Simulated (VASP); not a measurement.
# P6PdPt (R-3) in VASP: single point with r2SCAN

Aim: the single point of P6PdPt with r2SCAN.

Program: VASP 6.6.1. These are calculated values, not measurements. Logs are shortened: lines on timing, memory, paths and dates and some standing lists are left out, and cuts for length are marked.

### Step 1. The cell of the first run

It takes space group R-3 (No. 148, trigonal). The conventional cell has a = 5.683 Å, b = 5.683 Å, c = 16.149 Å, α = 90.00°, β = 90.00°, γ = 120.00°. Within 3.2 Å of Pd (site symmetry -3) lie 6 P at 2.45 Å. Pt (site symmetry -3) has 6 P at 2.16 Å within 2.9 Å. P (site symmetry 1) has 1 Pt at 2.16 Å and 1 Pd at 2.45 Å within 2.9 Å.

### Step 2. Single point, r2SCAN

Contents of POSCAR:

```
P6PdPt
1.0
    5.6828869100      0.0000000000      0.0000000000
   -2.8414434600      4.9215284800      0.0000000000
    0.0000000000     -3.2810149900      5.3828375500
Pd Pt P
1 1 6
Direct
    0.0000000000      0.0000000000      0.0000000000
    0.5000000000      0.0000000000      0.5000000000
    0.2743000000      0.1651000000      0.7361000000
    0.5710000000      0.8453000000      0.7361000000
    0.8908000000      0.4618000000      0.7361000000
    0.7257000000      0.8349000000      0.2639000000
    0.4290000000      0.1547000000      0.2639000000
    0.1092000000      0.5382000000      0.2639000000
```

Contents of INCAR.step1:

```
SYSTEM = P6PdPt
  PREC = Accurate
  ENCUT = 520
  ISMEAR = -5
  SIGMA = 0.0344
  LREAL = .FALSE.
  LASPH = .TRUE.
  NELM = 100
  LMAXMIX = 4
  GGA = PE
  ALGO = Normal
  EDIFF = 1E-4
  LWAVE = .TRUE.
  LCHARG = .FALSE.
```

Contents of INCAR.step2:

```
SYSTEM = P6PdPt
  PREC = Accurate
  ENCUT = 520
  EDIFF = 1E-6
  ISMEAR = -1
  SIGMA = 0.0344
  LREAL = .FALSE.
  LASPH = .TRUE.
  NELM = 100
  ALGO = Normal
  ISIF = 2
  LWAVE = .FALSE.
  LCHARG = .FALSE.
  LMAXMIX = 4
  METAGGA = R2SCAN
  LMIXTAU = .TRUE.
  LORBIT = 11
  ISTART = 1
```

Contents of KPOINTS:

```
regular mesh
0
G
  6 6 6
  0 0 0
```

Potentials or basis: VASP PAW PBE potentials, release 64 (Pd, Pt, P).

Started as:

```console
cat potpaw_PBE.64/Pd/POTCAR potpaw_PBE.64/Pt/POTCAR potpaw_PBE.64/P/POTCAR > POTCAR
cp INCAR.step1 INCAR
mpirun -np 1 vasp_std > vasp.out
cp INCAR.step2 INCAR
mpirun -np 1 vasp_std > vasp.out
```

OUTCAR:

```text
SYSTEM = P6PdPt
   PREC = Accurate
   ENCUT = 520
   EDIFF = 1E-6
   ISMEAR = -1
   LREAL = .FALSE.
   LASPH = .TRUE.
   NELM = 100
   ISIF = 2
   METAGGA = R2SCAN
   LORBIT = 11
   ISTART = 1

 ion  position               nearest neighbor table
   1  0.000  0.000  0.000-   4 2.45   7 2.45   6 2.45   3 2.45   8 2.45   5 2.45
   2  0.500  0.000  0.500-   3 2.16   6 2.16   4 2.16   7 2.16   5 2.16   8 2.16
   3  0.274  0.165  0.736-   2 2.16   1 2.45
   4  0.571  0.845  0.736-   2 2.16   1 2.45
   5  0.891  0.462  0.736-   2 2.16   1 2.45
   6  0.726  0.835  0.264-   2 2.16   1 2.45
   7  0.429  0.155  0.264-   2 2.16   1 2.45
   8  0.109  0.538  0.264-   2 2.16   1 2.45

  LATTYP: Found a trigonal (rhomboedric) cell.
 ALAT       =     6.3039669617
 COS(alpha) =     0.5936684282

  Lattice vectors:

 A1 = (   0.0000000000,  -3.2810149900,   5.3828375500)
 A2 = (   2.8414434500,   1.6405134900,   5.3828375500)
 A3 = (  -2.8414434600,   1.6405134900,   5.3828375500)

Analysis of symmetry for initial positions (statically):
=====================================================================
 Subroutine PRICEL returns:
 Original cell was already a primitive cell.

 Routine SETGRP: Setting up the symmetry group for a
 trigonal (rhombohedral) supercell.

 Subroutine GETGRP returns: Found  6 space group operations
 (whereof  6 operations were pure point group operations)
 out of a pool of 12 trial point group operations.

The static configuration has the point symmetry S_6 .

Analysis of symmetry for dynamics (positions and initial velocities):
=====================================================================
 Subroutine PRICEL returns:
 Original cell was already a primitive cell.

 Routine SETGRP: Setting up the symmetry group for a
 trigonal (rhombohedral) supercell.

 Subroutine GETGRP returns: Found  6 space group operations
 (whereof  6 operations were pure point group operations)
 out of a pool of 12 trial point group operations.

The dynamic configuration has the point symmetry S_6 .

 Subroutine INISYM returns: Found  6 space group operations
 (whereof  6 operations are pure point group operations),
 and found     1 'primitive' translations

----------------------------------------------------------------------------------------

                                     Primitive cell

  volume of cell :     150.5498

  direct lattice vectors                    reciprocal lattice vectors
     5.682886910  0.000000000  0.000000000     0.175966901  0.101594454  0.061925132
    -2.841443460  4.921528480  0.000000000     0.000000000  0.203188908  0.123850265
     0.000000000 -3.281014990  5.382837550     0.000000000  0.000000000  0.185775623

  length of vectors
     5.682886910  5.682890419  6.303966962     0.212415879  0.237959283  0.185775623

  position of ions in fractional coordinates (direct lattice)
     0.000000000  0.000000000  0.000000000
     0.500000000  0.000000000  0.500000000
     0.274300000  0.165100000  0.736100000
     0.571000000  0.845300000  0.736100000
     0.890800000  0.461800000  0.736100000
     0.725700000  0.834900000  0.263900000
     0.429000000  0.154700000  0.263900000
     0.109200000  0.538200000  0.263900000

  ion indices of the primitive-cell ions
   primitive index   ion index
                 1           1
                 2           2
                 3           3
                 4           4
                 5           5
                 6           6
                 7           7
                 8           8

----------------------------------------------------------------------------------------

 KPOINTS: regular mesh

Automatic generation of k-mesh.
 Grid dimensions read from file:
 generate k-points for:    6    6    6

 Generating k-lattice:

  Cartesian coordinates                     Fractional coordinates (reciprocal lattice)
     0.029327817  0.016932409  0.010320855     0.166666667  0.000000000  0.000000000
     0.000000000  0.033864818  0.020641711     0.000000000  0.166666667  0.000000000
     0.000000000  0.000000000  0.030962604     0.000000000  0.000000000  0.166666667

  Length of vectors
     0.035402646  0.039659881  0.030962604

  Shift w.r.t. Gamma in fractional coordinates (k-lattice)
     0.000000000  0.000000000  0.000000000

 Subroutine IBZKPT returns following result:
 ===========================================

 Found     40 irreducible k-points:

 Following reciprocal coordinates:
            Coordinates               Weight
  0.000000  0.000000  0.000000      1.000000
  0.166667  0.000000  0.000000      6.000000
  0.333333  0.000000  0.000000      6.000000
  0.500000  0.000000  0.000000      3.000000
  0.000000  0.166667  0.000000      6.000000
  0.166667  0.166667 -0.000000      6.000000
[... 16 lines left out ...]
  0.000000  0.166667  0.166667      6.000000
  0.166667  0.166667  0.166667      6.000000
 [... further k-points ...]
   k-points           NKPTS =     40   k-points in BZ     NKDIM =     40   number of bands    NBANDS=     30
   number of dos      NEDOS =    301   number of ions     NIONS =      8
   total plane-waves  NPLWV =  84672
   dimension x,y,z NGX =    42 NGY =   42 NGZ =   48
   dimension x,y,z NGXF=    84 NGYF=   84 NGZF=   96
   ions per type =               1   1   6
   NGX,Y,Z   is equivalent  to a cutoff of  12.29, 12.29, 12.66 a.u.
   NGXF,Y,Z  is equivalent  to a cutoff of  24.57, 24.57, 25.32 a.u.
 SYSTEM =  P6PdPt
   PREC   = accura    normal or accurate (medium, high low for compatibility)
   ISTART =      1    job   : 0-new  1-cont  2-samecut
   ICHARG =      0    charge: 1-file 2-atom 10-const
   ISPIN  =      1    spin polarized calculation?
   LNONCOLLINEAR =      F non collinear calculations
   LSORBIT =      F    spin-orbit coupling
   LASPH  =      T    aspherical Exc in radial PAW
   ENCUT  =  520.0 eV  38.22 Ry    6.18 a.u.  10.57 10.57 11.72*2*pi/ulx,y,z
   NELM   =    100;   NELMIN=  2; NELMDL=  0     # of ELM steps
   EDIFF  = 0.1E-05   stopping-criterion for ELM
   LREAL  =      F    real-space projection
   EDIFFG = 0.1E-04   stopping-criterion for IOM
   NSW    =      0    number of steps for IOM
   IBRION =     -1    ionic relax: 0-MD 1-quasi-New 2-CG
   NFREE  =      0    steps in history (QN), initial steepest desc. (CG)
   ISIF   =      2    stress and relaxation
   ISYM   =      2    0-nonsym 1-usesym 2-fastsym
   POTIM  = 0.5000    time-step for ionic-motion
   TEBEG  =    0.0;   TEEND  =   0.0 temperature during run
   PSTRESS=    0.0 pullay stress
   NELECT =      50.0000    total number of electrons
   NUPDOWN=      -1.0000    fix difference up-down
   EMIN   =  10.00;   EMAX   =-10.00  energy-range for DOS
   EFERMI =   0.00;   METHOD = LEGACY
   ISMEAR =    -1;   SIGMA  =   0.03  broadening in eV -4-tet -1-fermi 0-gaus
   EFERMI_NEDOS =   21; number of points for ismear=-14 and -15
   IALGO  =     38    algorithm
   IMIX   =      4    mixing-type and parameters
     AMIX     =   0.40;   BMIX     =  1.00
     AMIX_MAG =   1.60;   BMIX_MAG =  1.00
  volume/ion in A,a.u.               =      18.82       127.00
  Fermi-wavevector in a.u.,A,eV,Ry     =   1.133717  2.142415 17.487768  1.285315
  Thomas-Fermi vector in A             =   2.270420
   LORBIT       =     11    0 simple, 1 ext, 2 COOP (PROOUT), +10 PAW based schemes
   METAGGA = R2SCAN    functional components
   LHFCALC =     F    Hartree Fock is set to
   AEXX    =    0.0000 exact exchange contribution
   IVDW    =     0    specifies the selected vdW correction
   LEPSILON=     F    determine dielectric tensor
   LRPA    =     F    only Hartree local field effects (RPA)
 non-spin polarized calculation
  energy-cutoff  :      520.00
  volume of cell :      150.55
 maximum number of plane-waves:      4075
   NGX = 21   NGY = 21   NGZ = 23

 number of electron      49.9999998 magnetization

 Free energy of the ion-electron system (eV)
  ---------------------------------------------------
  ext. energy  EPLUGINS =         0.00000000
  ---------------------------------------------------
  free energy    TOTEN  =      -120.93656400 eV

  energy without entropy =     -120.91482421  energy(sigma->0) =     -120.92569411

 E-fermi :   6.5770     XC(G=0): -11.0585

 val. band max:        6.5736787290   @ k =  -0.3333  -0.0000   0.1667
 cond. band min:       6.5800143565   @ k =   0.0000   0.5000   0.0000
 fundamental gap:      0.0063356275
 Fermi energy:         6.5770418850

 k-point     1 :       0.0000    0.0000    0.0000
  band No.  band energies     occupation
      1      -7.9189      2.00000
      2      -5.1421      2.00000
      3      -5.1421      2.00000
      4      -4.1808      2.00000
      5      -3.3916      2.00000
      6      -3.3916      2.00000
[... 22 lines left out ...]
     29       8.8357      0.00000
     30       8.8357      0.00000

 k-point     2 :       0.1667    0.0000    0.0000
  band No.  band energies     occupation
      1      -7.7836      2.00000
      2      -5.1644      2.00000
      3      -5.1287      2.00000
      4      -4.2157      2.00000
      5      -3.8589      2.00000
      6      -3.5404      2.00000
[... 22 lines left out ...]
     29       8.3025      0.00000
     30       8.5351      0.00000

 k-point     3 :       0.3333    0.0000    0.0000
  band No.  band energies     occupation
      1      -7.4358      2.00000
      2      -5.2147      2.00000
      3      -5.0987      2.00000
      4      -4.8018      2.00000
      5      -4.1362      2.00000
      6      -3.8026      2.00000
[... 682 lines left out ...]
     29       8.1137      0.00000
     30       8.6529      0.00000

 k-point    24 :       0.1667    0.1667    0.1667
  band No.  band energies     occupation
      1      -7.2972      2.00000
      2      -5.3554      2.00000
      3      -5.1109      2.00000
      4      -4.7407      2.00000
      5      -4.2865      2.00000
      6      -4.0240      2.00000
[... 22 lines left out ...]
     29       7.9079      0.00000
     30       8.2752      0.00000

 [... further k-points ...]
[... 5 lines left out ...]
  --------------------------------------------------------------------------------------
  -------------------------------------------------------------------------------------
  Total       14.5506158     14.5506398      5.6410637     -0.0000010      0.0000042     -0.0000000
  in kB      154.8501631    154.8504179     60.0331725     -0.0000107      0.0000446     -0.0000000
  external PRESSURE =     123.2445845 kB  Pullay stress =       0.0000000 kB

 VOLUME and BASIS-vectors are now :
 -----------------------------------------------------------------------------
  energy-cutoff  :      520.00
  volume of cell :      150.55
      direct lattice vectors                 reciprocal lattice vectors
     5.682886910  0.000000000  0.000000000     0.175966901  0.101594454  0.061925132
    -2.841443460  4.921528480  0.000000000     0.000000000  0.203188908  0.123850265
     0.000000000 -3.281014990  5.382837550     0.000000000  0.000000000  0.185775623

 POSITION                                       TOTAL-FORCE (eV/Angst)
 -----------------------------------------------------------------------------------
      0.00000      0.00000      0.00000        -0.000000     -0.000000     -0.000000
      2.84144     -1.64051      2.69142        -0.000000     -0.000000     -0.000000
      1.08969     -1.60261      3.96231        -4.428411      0.721678      2.831743
      0.84306      1.74501      3.96231         1.589216     -4.195955      2.831743
      3.75014     -0.14239      3.96231         2.839194      3.474283      2.831743
      1.75175      3.24312      1.42053         4.428411     -0.721678     -2.831743
      1.99839     -0.10450      1.42053        -1.589216      4.195955     -2.831743
     -0.90869      1.78291      1.42053        -2.839194     -3.474283     -2.831743
 -----------------------------------------------------------------------------------
    total drift:                               -0.000000     -0.000000     -0.000000

  FREE ENERGIE OF THE ION-ELECTRON SYSTEM (eV)
  ---------------------------------------------------
  free  energy   TOTEN  =      -120.9365640028 eV

  energy  without entropy=     -120.9148242146  energy(sigma->0) =     -120.92569411

 total charge

# of ion       s       p       d       tot
------------------------------------------
    1        0.543   0.679   8.431   9.653
    2        0.965   1.401   8.377  10.743
    3        1.121   1.271   0.000   2.393
    4        1.121   1.271   0.000   2.393
    5        1.121   1.271   0.000   2.393
    6        1.121   1.271   0.000   2.393
    7        1.121   1.271   0.000   2.393
    8        1.121   1.271   0.000   2.393
--------------------------------------------------
tot          8.237   9.707  16.808  34.751
```

Wall time 8.2 min (1 thread of Intel Xeon Platinum 8488C (Sapphire Rapids), shared host); peak memory 0.43 GiB.

What came out:

```yaml
Free_energy: -120.9366 eV
Pressure: 12.3 GPa
Largest_force: 5.306 eV/Å
Band_gap_on_the_k_mesh: zero (band 25 reaches 6.71 eV, above the bottom of band 26 at 6.30 eV)
Valence_electrons_inside_the_program's_atomic_spheres: Pd 9.65; Pt 10.74; P 2.39
```

Forces on the atoms (eV/Å):
```
Pd   0.000  0.000  0.000
Pt   0.000  0.000  0.000
P   -4.428  0.722  2.832
P    1.589 -4.196  2.832
P    2.839  3.474  2.832
P    4.428 -0.722 -2.832
P   -1.589  4.196 -2.832
P   -2.839 -3.474 -2.832
```

Stress tensor (GPa, compression positive):
```
15.49  0.00  0.00
 0.00 15.49  0.00
 0.00  0.00  6.00
```

Levels at points of the mesh, in eV from the Fermi level:
```csv
k point,band 22,band 23,band 24,band 25,band 26,band 27,band 28,band 29
"(0.00, 0.00, 0.00)",-2.10,-1.37,-0.79,-0.79,0.39,0.39,2.08,2.26
"(0.50, 0.00, 0.00)",-1.14,-0.69,-0.60,0.11,0.33,0.97,1.14,1.28
"(0.00, 0.50, 0.00)",-1.74,-1.13,-0.78,-0.41,0.00,0.58,0.94,1.14
"(0.00, 0.00, 0.50)",-1.31,-1.11,-1.11,-0.55,-0.22,0.47,0.47,1.24
```

Caveat: the PAW data sets were made with another functional, which shifts forces and pressure a little; spin-orbit coupling is left out, which moves the levels of the heavy elements.
